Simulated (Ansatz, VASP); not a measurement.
Two plane-wave programs on Pt2C

The input INCAR:

```
SYSTEM = Pt2C
PREC = Accurate
ENCUT = 600
EDIFF = 1E-6
ISMEAR = 0
SIGMA = 0.1
LREAL = .FALSE.
LASPH = .TRUE.
NELM = 100
ALGO = Normal
ISIF = 3
LWAVE = .FALSE.
LCHARG = .FALSE.
GGA = PE
IBRION = 2
NSW = 100
EDIFFG = -0.01
```

The input KPOINTS:

```
regular mesh
0
G
  14 14 14
  0 0 0
```

The input POSCAR:

```
Pt2C
1.0
    0.0000000000      2.7154919559      2.7154919559
    2.7154919559      0.0000000000      2.7154919559
    2.7154919559      2.7154919559      0.0000000000
Pt C
2 1
Direct
    0.2500000000      0.2500000000      0.2500000000
    0.7500000000      0.7500000000      0.7500000000
    0.0000000000      0.0000000000      0.0000000000
```

Input for Ansatz:

```yaml
crystal:
  lattice:
    - [0.0, 2.7154919559, 2.7154919559]
    - [2.7154919559, 0.0, 2.7154919559]
    - [2.7154919559, 2.7154919559, 0.0]
  atoms:
    - { symbol: Pt, position: [0.25, 0.25, 0.25] }
    - { symbol: Pt, position: [0.75, 0.75, 0.75] }
    - { symbol: C, position: [0.0, 0.0, 0.0] }
basis:
  ecutwfc: 420
kpoints:
  mp_grid: { grid: [14, 14, 14] }
hamiltonian:
  xc: pbe
scf:
  occupations: { method: gaussian, width: 0.1 }
output:
  forces: true
  stress: true
  eigenvalues: true
relax:
  adjacent_minimum: "off"
  f_tol: 0.01
  max_steps: 80
  cell: { stress_tol: 0.05 }
```

Alike in both runs: task relaxation of cell and atoms; functional PBE; k mesh 14 × 14 × 14; occupations gaussian, width 0.1 eV; no spin polarisation.

|  | VASP | Ansatz |
| --- | --- | --- |
| version | VASP 6.6.1 | Ansatz 0.2.0 |
| potentials or method | VASP PAW PBE potentials, release 64 (Pt, C), cutoff 600 eV | scalar-relativistic, plane waves, PAW |
| valence electrons in the cell | 24 | 40 |

```csv
,VASP,Ansatz,Ansatz less VASP
"gap on the k mesh at the Fermi level, each at its own relaxed structure (eV)",none,none,-
relaxed volume (Å³/atom),13.35,13.36,+0.016
relaxed cell length with the largest relative difference (Å),3.840,3.842,+0.0015
```

A gap of «none» marks a metal or a gap that the smearing closes. VASP's potentials hold 24 valence electrons a cell and Ansatz's 40, so a difference there can come from the potentials and not from the codes.

Neither program's run includes spin-orbit coupling. Noted on VASP's run: the relaxation stopped at its first step, so nothing moved.
